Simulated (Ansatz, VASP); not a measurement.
# Two plane-wave programs on AsPt

```
As Pt
1.0
     0.00000    3.24114    3.24114
     3.24114    0.00000    3.24114
     3.24114    3.24114    0.00000
As Pt
2 2
Direct
  0.50000 0.50000 0.50000
  0.75000 0.75000 0.75000
  0.00000 0.00000 0.00000
  0.25000 0.25000 0.25000
```

Alike in both runs: functional PBE; k mesh 12 × 12 × 12; occupations gaussian, width 0.1 eV; no spin polarisation.

Ansatz relaxed the structure, and its values are those at the end. VASP's run is a single point on that final structure, the one shown.

```csv
,VASP,Ansatz
version,VASP 6.6.1,Ansatz 0.2.0
potentials or method,"VASP PAW PBE potentials, release 64 (As, Pt), cutoff 520 eV","scalar-relativistic, plane waves, PAW"
valence electrons in the cell,30,66
```

|  | VASP | Ansatz | Ansatz less VASP |
| --- | --- | --- | --- |
| gap on the k mesh at the Fermi level (eV) | none | none | - |
| pressure (GPa) | -0.1 | 0.0 | +0.08 |

A gap of «none» marks a metal or a gap that the smearing closes. VASP's potentials hold 30 valence electrons a cell and Ansatz's 66, so a difference there can come from the potentials and not from the codes.

Spin-orbit coupling is off throughout.
